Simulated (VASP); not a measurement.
# SiNi (Pnma) in VASP: a series of runs

SiNi is run at these levels: PBEsol; tasks: single point.

Everything below comes from runs of VASP 6.6.1. Logs are shortened: lines on timing, memory, paths and dates and some standing lists are left out, and cuts for length are marked.

### 1 The cell of the first run

It takes space group Pnma (No. 62, orthorhombic). The conventional cell has a = 5.173 Å, b = 3.338 Å, c = 5.605 Å, α = 90.00°, β = 90.00°, γ = 90.00°. Within 3.0 Å of Si (site symmetry m) lie 6 Ni at 2.28 to 2.40 Å and 2 Si at 2.66 Å. Ni (site symmetry m) has 6 Si at 2.28 to 2.40 Å and 4 Ni at 2.68 to 2.69 Å within 3.0 Å.

### 2 Single point, PBEsol

Input file INCAR:

```
ALGO = Normal ; EDIFF = 1E-6
ENCUT = 520 ; GGA = PS
ISIF = 2 ; ISMEAR = 0
LASPH = True ; LCHARG = False
LREAL = False ; LWAVE = False
NBANDS = 38 ; NELM = 100
PREC = Accurate ; SIGMA = 0.1
```

Input file KPOINTS:

```
k-points
0
Gamma
  4 6 4
```

Input file POSCAR:

```
SiNi
1.0
    5.1731000000      0.0000000000      0.0000000000
    0.0000000000      3.3381000000      0.0000000000
    0.0000000000      0.0000000000      5.6049000000
Si Ni
4 4
Direct
    0.3212800000      0.7500000000      0.0825000000
    0.1787200000      0.2500000000      0.5825000000
    0.8212800000      0.7500000000      0.4175000000
    0.6787200000      0.2500000000      0.9175000000
    0.0077900000      0.2500000000      0.1875200000
    0.4922100000      0.7500000000      0.6875200000
    0.5077900000      0.2500000000      0.3124800000
    0.9922100000      0.7500000000      0.8124800000
```

Potentials or basis: VASP PAW PBE potentials, release 64 (Si, Ni).

The run is started by

```sh
> cat potpaw_PBE.64/Si/POTCAR potpaw_PBE.64/Ni/POTCAR > POTCAR
> mpirun -np 1 vasp_std > vasp.out
```

OUTCAR:

```text
EDIFF = 1E-6
   ENCUT = 520
   GGA = PS
   ISIF = 2
   ISMEAR = 0
   LASPH = True
   LREAL = False
   NELM = 100
   PREC = Accurate

 ion  position               nearest neighbor table
   1  0.321  0.750  0.083-   8 2.28   7 2.32   7 2.32   6 2.38   5 2.40   5 2.40   4 2.66   4 2.66

   2  0.179  0.250  0.583-   7 2.28   8 2.32   8 2.32   5 2.38   6 2.40   6 2.40   3 2.66   3 2.66

   3  0.821  0.750  0.417-   6 2.28   5 2.32   5 2.32   8 2.38   7 2.40   7 2.40   2 2.66   2 2.66

   4  0.679  0.250  0.917-   5 2.28   6 2.32   6 2.32   7 2.38   8 2.40   8 2.40   1 2.66   1 2.66

   5  0.008  0.250  0.188-   4 2.28   3 2.32   3 2.32   2 2.38   1 2.40   1 2.40   7 2.68   7 2.68
                             8 2.69   8 2.69
   6  0.492  0.750  0.688-   3 2.28   4 2.32   4 2.32   1 2.38   2 2.40   2 2.40   8 2.68   8 2.68
                             7 2.69   7 2.69
   7  0.508  0.250  0.312-   2 2.28   1 2.32   1 2.32   4 2.38   3 2.40   3 2.40   5 2.68   5 2.68
                             6 2.69   6 2.69
   8  0.992  0.750  0.812-   1 2.28   2 2.32   2 2.32   3 2.38   4 2.40   4 2.40   6 2.68   6 2.68
                             5 2.69   5 2.69

  LATTYP: Found a simple orthorhombic cell.
 ALAT       =     3.3381000000
 B/A-ratio  =     1.5497139091
 C/A-ratio  =     1.6790689314

  Lattice vectors:

 A1 = (   0.0000000000,  -3.3381000000,   0.0000000000)
 A2 = (   5.1731000000,   0.0000000000,   0.0000000000)
 A3 = (   0.0000000000,   0.0000000000,   5.6049000000)

Analysis of symmetry for initial positions (statically):
=====================================================================
 Subroutine PRICEL returns:
 Original cell was already a primitive cell.

 Routine SETGRP: Setting up the symmetry group for a
 simple orthorhombic supercell.

 Subroutine GETGRP returns: Found  8 space group operations
 (whereof  2 operations were pure point group operations)
 out of a pool of  8 trial point group operations.

The static configuration has the point symmetry S_2 .
 The point group associated with its full space group is D_2h.

Analysis of symmetry for dynamics (positions and initial velocities):
=====================================================================
 Subroutine PRICEL returns:
 Original cell was already a primitive cell.

 Routine SETGRP: Setting up the symmetry group for a
 simple orthorhombic supercell.

[... 115 lines left out ...]
   ENCUT  =  520.0 eV  38.22 Ry    6.18 a.u.   9.62  6.21 10.42*2*pi/ulx,y,z
   NELM   =    100;   NELMIN=  2; NELMDL= -5     # of ELM steps
   EDIFF  = 0.1E-05   stopping-criterion for ELM
   LREAL  =      F    real-space projection
   EDIFFG = 0.1E-04   stopping-criterion for IOM
   NSW    =      0    number of steps for IOM
   IBRION =     -1    ionic relax: 0-MD 1-quasi-New 2-CG
   NFREE  =      0    steps in history (QN), initial steepest desc. (CG)
   ISIF   =      2    stress and relaxation
   ISYM   =      2    0-nonsym 1-usesym 2-fastsym
   POTIM  = 0.5000    time-step for ionic-motion
   TEBEG  =    0.0;   TEEND  =   0.0 temperature during run
   PSTRESS=    0.0 pullay stress
   NELECT =      56.0000    total number of electrons
   NUPDOWN=      -1.0000    fix difference up-down
   EMIN   =  10.00;   EMAX   =-10.00  energy-range for DOS
   EFERMI =   0.00;   METHOD = LEGACY
   ISMEAR =     0;   SIGMA  =   0.10  broadening in eV -4-tet -1-fermi 0-gaus
   EFERMI_NEDOS =   21; number of points for ismear=-14 and -15
   IALGO  =     38    algorithm
   IMIX   =      4    mixing-type and parameters
     AMIX     =   0.40;   BMIX     =  1.00
     AMIX_MAG =   1.60;   BMIX_MAG =  1.00
  volume/ion in A,a.u.               =      12.10        81.64
  Fermi-wavevector in a.u.,A,eV,Ry     =   1.364158  2.577886 25.319466  1.860928
  Thomas-Fermi vector in A             =   2.490499
   LORBIT       =      0    0 simple, 1 ext, 2 COOP (PROOUT), +10 PAW based schemes
   GGA     = PS    functional components
   LHFCALC =     F    Hartree Fock is set to
   AEXX    =    0.0000 exact exchange contribution
   IVDW    =     0    specifies the selected vdW correction
   LEPSILON=     F    determine dielectric tensor
   LRPA    =     F    only Hartree local field effects (RPA)
 non-spin polarized calculation
 Gauss-broadening in eV      SIGMA  =   0.10
  energy-cutoff  :      520.00
  volume of cell :       96.79
 maximum number of plane-waves:      2624
 NGX is ok and might be reduce to    40
   NGX = 19   NGY = 13   NGZ = 21

 number of electron      55.9999991 magnetization

 Free energy of the ion-electron system (eV)
  ---------------------------------------------------
  ext. energy  EPLUGINS =         0.00000000
  ---------------------------------------------------
  free energy    TOTEN  =       -52.27156731 eV

  energy without entropy =      -52.26607655  energy(sigma->0) =      -52.26882193

 E-fermi :  10.2572     XC(G=0): -12.3319

 val. band max:       10.1632527234   @ k =   0.2500   0.0000   0.5000
 cond. band min:      10.3423764161   @ k =   0.0000   0.3333   0.0000
 fundamental gap:      0.1791236927
 Fermi energy:        10.2571505478

 k-point     1 :       0.0000    0.0000    0.0000
  band No.  band energies     occupation
      1      -2.6757      2.00000
      2       0.6460      2.00000
      3       1.9863      2.00000
      4       2.4927      2.00000
      5       3.7904      2.00000
      6       4.2761      2.00000
[... 973 lines left out ...]
     37      16.5990      0.00000
     38      16.5990      0.00000

 [... further k-points ...]
[... 5 lines left out ...]
  --------------------------------------------------------------------------------------
  -------------------------------------------------------------------------------------
  Total       -1.7475220     -2.9796960     -2.7463696      0.0000000      0.0000000      0.0000000
  in kB      -28.9277823    -49.3247000    -45.4623085      0.0000000      0.0000000      0.0000000
  external PRESSURE =     -41.2382636 kB  Pullay stress =       0.0000000 kB

 VOLUME and BASIS-vectors are now :
 -----------------------------------------------------------------------------
  energy-cutoff  :      520.00
  volume of cell :       96.79
      direct lattice vectors                 reciprocal lattice vectors
     5.173100000  0.000000000  0.000000000     0.193307688  0.000000000  0.000000000
     0.000000000  3.338100000  0.000000000     0.000000000  0.299571613  0.000000000
     0.000000000  0.000000000  5.604900000     0.000000000  0.000000000  0.178415315

 POSITION                                       TOTAL-FORCE (eV/Angst)
 -----------------------------------------------------------------------------------
      1.66201      2.50357      0.46240        -0.065428     -0.000000      0.028855
      0.92454      0.83452      3.26485         0.065428     -0.000000      0.028855
      4.24856      2.50357      2.34005        -0.065428     -0.000000     -0.028855
      3.51109      0.83452      5.14250         0.065428     -0.000000     -0.028855
      0.04030      0.83452      1.05103         0.014323      0.000000      0.017299
      2.54625      2.50357      3.85348        -0.014323      0.000000      0.017299
      2.62685      0.83452      1.75142         0.014323     -0.000000     -0.017299
      5.13280      2.50357      4.55387        -0.014323     -0.000000     -0.017299
 -----------------------------------------------------------------------------------
    total drift:                                0.000000      0.000000     -0.000000

  FREE ENERGIE OF THE ION-ELECTRON SYSTEM (eV)
  ---------------------------------------------------
  free  energy   TOTEN  =       -52.2715673133 eV

  energy  without entropy=      -52.2660765533  energy(sigma->0) =      -52.26882193
```

OSZICAR:

```text
N       E                     dE             d eps       ncg     rms          rms(c)
DAV:   1     0.364028488880E+03    0.36403E+03   -0.24319E+04  2736   0.173E+03
DAV:   2    -0.283326993882E+02   -0.39236E+03   -0.37571E+03  2748   0.362E+02
DAV:   3    -0.590085459979E+02   -0.30676E+02   -0.29624E+02  3054   0.122E+02
DAV:   4    -0.600410464949E+02   -0.10325E+01   -0.10257E+01  3290   0.204E+01
DAV:   5    -0.600745573516E+02   -0.33511E-01   -0.33497E-01  3344   0.351E+00    0.293E+01
DAV:   6    -0.701523702463E+02   -0.10078E+02   -0.14581E+02  3156   0.177E+02    0.382E+01
DAV:   7    -0.522661760013E+02    0.17886E+02   -0.46563E+01  3220   0.110E+02    0.630E+00
DAV:   8    -0.523936296270E+02   -0.12745E+00   -0.68134E+00  3990   0.199E+01    0.384E+00
DAV:   9    -0.522759836539E+02    0.11765E+00   -0.58771E-01  3430   0.983E+00    0.829E-01
DAV:  10    -0.522730967754E+02    0.28869E-02   -0.24281E-02  3324   0.170E+00    0.478E-01
DAV:  11    -0.522716120426E+02    0.14847E-02   -0.42941E-03  3998   0.737E-01    0.128E-01
DAV:  12    -0.522716003525E+02    0.11690E-04   -0.25471E-04  3164   0.111E-01    0.619E-02
DAV:  13    -0.522715682524E+02    0.32100E-04   -0.50835E-05  4280   0.755E-02    0.210E-02
DAV:  14    -0.522715673724E+02    0.88001E-06   -0.14215E-05  3542   0.211E-02    0.429E-03
DAV:  15    -0.522715673133E+02    0.59072E-07   -0.66137E-07  1692   0.945E-03
   1 F= -.52271567E+02 E0= -.52268822E+02  d E =-.549076E-02
```

Run time: 3 min. Hardware: 1 thread of Intel Xeon 8259CL, shared host; peak memory 0.26 GiB.

What came out:

| Quantity | Value |
| --- | --- |
| Free energy | -52.2716 eV |
| Pressure | -4.1 GPa |
| Largest force | 0.072 eV/Å |
| Band gap on the k mesh | zero (bands 28 and 29 overlap by 1.60 eV) |

Forces on the atoms (eV/Å):
```
Si  -0.065  0.000  0.029
Si   0.065  0.000  0.029
Si  -0.065  0.000 -0.029
Si   0.065  0.000 -0.029
Ni   0.014  0.000  0.017
Ni  -0.014  0.000  0.017
Ni   0.014  0.000 -0.017
Ni  -0.014  0.000 -0.017
```

Stress tensor (GPa, compression positive):
```
-2.89  0.00  0.00
 0.00 -4.93  0.00
 0.00  0.00 -4.55
```

Caveat: the cell stands under tension; the PAW data sets were made with another functional, which shifts forces and pressure a little.

### 3 Single point, PBEsol

This run uses another cell than the first one, of 11.82 Å³/atom.

Input file INCAR:

```
PREC = Accurate
ENCUT = 520
EDIFF = 1E-7
ISMEAR = -1
SIGMA = 0.15
LREAL = F
LASPH = T
NELM = 60
ALGO = Normal
ISIF = 2
LWAVE = F
LCHARG = T
GGA = PS
LELF = T
LVHAR = T
NBANDS = 38
```

Input file KPOINTS:

```
Automatic mesh
0
Gamma
  8 10 6
```

Input file POSCAR:

```
SiNi
1.0
    5.1039670127      0.0000000000      0.0000000000
    0.0000000000      3.3475960595      0.0000000000
    0.0000000000      0.0000000000      5.5332438767
Si Ni
4 4
Direct
    0.3212179394      0.7500000000      0.0857690402
    0.1787820606      0.2500000000      0.5857690402
    0.8212179394      0.7500000000      0.4142309598
    0.6787820606      0.2500000000      0.9142309598
    0.0092114515      0.2500000000      0.1874431825
    0.4907885485      0.7500000000      0.6874431825
    0.5092114515      0.2500000000      0.3125568175
    0.9907885485      0.7500000000      0.8125568175
```

Potentials or basis: VASP PAW PBE potentials, release 64 (Si, Ni).

The run is started by

```sh
> cat potpaw_PBE.64/Si/POTCAR potpaw_PBE.64/Ni/POTCAR > POTCAR
> mpirun -np 1 vasp_std > vasp.out
```

OUTCAR:

```text
PREC = Accurate
   ENCUT = 520
   EDIFF = 1E-7
   ISMEAR = -1
   LREAL = F
   LASPH = T
   NELM = 60
   ISIF = 2
   GGA = PS

 ion  position               nearest neighbor table
   1  0.321  0.750  0.086-   8 2.26   7 2.30   7 2.30   6 2.37   5 2.38   5 2.38   4 2.65   4 2.65
                             3 3.13   3 3.13
   2  0.179  0.250  0.586-   7 2.26   8 2.30   8 2.30   5 2.37   6 2.38   6 2.38   3 2.65   3 2.65
                             4 3.13   4 3.13
   3  0.821  0.750  0.414-   6 2.26   5 2.30   5 2.30   8 2.37   7 2.38   7 2.38   2 2.65   2 2.65
                             1 3.13   1 3.13
   4  0.679  0.250  0.914-   5 2.26   6 2.30   6 2.30   7 2.37   8 2.38   8 2.38   1 2.65   1 2.65
                             2 3.13   2 3.13
   5  0.009  0.250  0.187-   4 2.26   3 2.30   3 2.30   2 2.37   1 2.38   1 2.38   7 2.64   7 2.64
                             8 2.67   8 2.67
   6  0.491  0.750  0.687-   3 2.26   4 2.30   4 2.30   1 2.37   2 2.38   2 2.38   8 2.64   8 2.64
                             7 2.67   7 2.67
   7  0.509  0.250  0.313-   2 2.26   1 2.30   1 2.30   4 2.37   3 2.38   3 2.38   5 2.64   5 2.64
                             6 2.67   6 2.67
   8  0.991  0.750  0.813-   1 2.26   2 2.30   2 2.30   3 2.37   4 2.38   4 2.38   6 2.64   6 2.64
                             5 2.67   5 2.67

  LATTYP: Found a simple orthorhombic cell.
[... 202 lines left out ...]
 fundamental gap:      0.0188787697
 Fermi energy:        10.6815104205

 k-point     1 :       0.0000    0.0000    0.0000
  band No.  band energies     occupation
      1      -2.5220      2.00000
      2       0.9696      2.00000
      3       2.1740      2.00000
      4       2.7994      2.00000
      5       4.0130      2.00000
      6       4.5343      2.00000
[... 973 lines left out ...]
     37      16.7007      0.00000
     38      17.3358      0.00000

 [... further k-points ...]
[... 5 lines left out ...]
  --------------------------------------------------------------------------------------
  -------------------------------------------------------------------------------------
  Total        0.1445607      0.0570838      0.1321946      0.0000000      0.0000000      0.0000000
  in kB        2.4498532      0.9673927      2.2402866      0.0000000      0.0000000      0.0000000
  external PRESSURE =       1.8858441 kB  Pullay stress =       0.0000000 kB

 VOLUME and BASIS-vectors are now :
 -----------------------------------------------------------------------------
  energy-cutoff  :      520.00
  volume of cell :       94.54
      direct lattice vectors                 reciprocal lattice vectors
     5.103967013  0.000000000  0.000000000     0.195926031  0.000000000  0.000000000
     0.000000000  3.347596059  0.000000000     0.000000000  0.298721824  0.000000000
     0.000000000  0.000000000  5.533243877     0.000000000  0.000000000  0.180725813

 POSITION                                       TOTAL-FORCE (eV/Angst)
 -----------------------------------------------------------------------------------
      1.63949      2.51070      0.47458        -0.001465      0.000000      0.003583
      0.91250      0.83690      3.24120         0.001465      0.000000      0.003583
      4.19147      2.51070      2.29204        -0.001465     -0.000000     -0.003583
      3.46448      0.83690      5.05866         0.001465      0.000000     -0.003583
      0.04701      0.83690      1.03717         0.012727      0.000000     -0.002856
      2.50497      2.51070      3.80379        -0.012727      0.000000     -0.002856
      2.59900      0.83690      1.72945         0.012727     -0.000000      0.002856
      5.05695      2.51070      4.49608        -0.012727     -0.000000      0.002856
 -----------------------------------------------------------------------------------
    total drift:                               -0.000000     -0.000000     -0.000000

  FREE ENERGIE OF THE ION-ELECTRON SYSTEM (eV)
  ---------------------------------------------------
  free  energy   TOTEN  =       -52.3396144929 eV

  energy  without entropy=      -52.1807900352  energy(sigma->0) =      -52.26020226
```

OSZICAR:

```text
N       E                     dE             d eps       ncg     rms          rms(c)
DAV:   1     0.367287481794E+03    0.36729E+03   -0.24224E+04  9120   0.174E+03
DAV:   2    -0.277407795816E+02   -0.39503E+03   -0.37829E+03  9132   0.366E+02
DAV:   3    -0.591805434434E+02   -0.31440E+02   -0.30299E+02 10218   0.123E+02
DAV:   4    -0.602347654376E+02   -0.10542E+01   -0.10471E+01 10828   0.207E+01
DAV:   5    -0.602698632945E+02   -0.35098E-01   -0.35086E-01 11132   0.363E+00    0.299E+01
DAV:   6    -0.699152660532E+02   -0.96454E+01   -0.14615E+02 10576   0.179E+02    0.379E+01
DAV:   7    -0.523110873684E+02    0.17604E+02   -0.47026E+01 10692   0.111E+02    0.630E+00
DAV:   8    -0.524705522912E+02   -0.15946E+00   -0.67559E+00 13402   0.196E+01    0.396E+00
DAV:   9    -0.523441078522E+02    0.12644E+00   -0.60597E-01 11120   0.102E+01    0.825E-01
DAV:  10    -0.523412442750E+02    0.28636E-02   -0.26466E-02 11084   0.183E+00    0.487E-01
DAV:  11    -0.523396538909E+02    0.15904E-02   -0.47685E-03 13128   0.804E-01    0.132E-01
DAV:  12    -0.523396461956E+02    0.76953E-05   -0.30059E-04 10578   0.117E-01    0.608E-02
DAV:  13    -0.523396157019E+02    0.30494E-04   -0.50564E-05 14274   0.760E-02    0.233E-02
DAV:  14    -0.523396145390E+02    0.11629E-05   -0.13882E-05 11180   0.194E-02    0.467E-03
DAV:  15    -0.523396144929E+02    0.46121E-07   -0.71239E-07 10054   0.894E-03
   1 F= -.52339614E+02 E0= -.52260202E+02  d E =-.158824E+00
```

stdout:

```text
POSCAR found type information on POSCAR SiNi
 POSCAR found :  2 types and       8 ions
 scaLAPACK will be used
 -----------------------------------------------------------------------------
|                                                                             |
|                                                                             |
|     You enforced a specific xc type in the INCAR file but a different       |
|     I HOPE YOU KNOW WHAT YOU ARE DOING!                                     |
|                                                                             |
 -----------------------------------------------------------------------------

 LDA part: xc-table for (Slater+PW92), standard interpolation
 POSCAR, INCAR and KPOINTS ok, starting setup
 FFT: planning ... GRIDC
 FFT: planning ... GRID_SOFT
 FFT: planning ... GRID
 WAVECAR not read
 entering main loop
```

Run time: 11 min. Hardware: 1 thread of Intel Xeon 8259CL, shared host; peak memory 0.44 GiB.

Results:

```yaml
Free_energy: -52.3396 eV
Pressure: 0.2 GPa
Largest_force: 0.013 eV/Å
Band_gap_on_the_k_mesh: zero (bands 28 and 29 overlap by 1.85 eV)
```

Forces on the atoms (eV/Å):
```
Si  -0.001  0.000  0.004
Si   0.001  0.000  0.004
Si  -0.001  0.000 -0.004
Si   0.001  0.000 -0.004
Ni   0.013  0.000 -0.003
Ni  -0.013  0.000 -0.003
Ni   0.013  0.000  0.003
Ni  -0.013  0.000  0.003
```

Stress tensor (GPa, compression positive):
```
0.24 0.00 0.00
0.00 0.10 0.00
0.00 0.00 0.22
```

Caveat: the PAW data sets were made with another functional, which shifts forces and pressure a little. Spin polarisation is off, so any magnetic state and its effect on volume and gap are missing.

The gap in the log of VASP goes by the Fermi energy; the results here count the filled bands.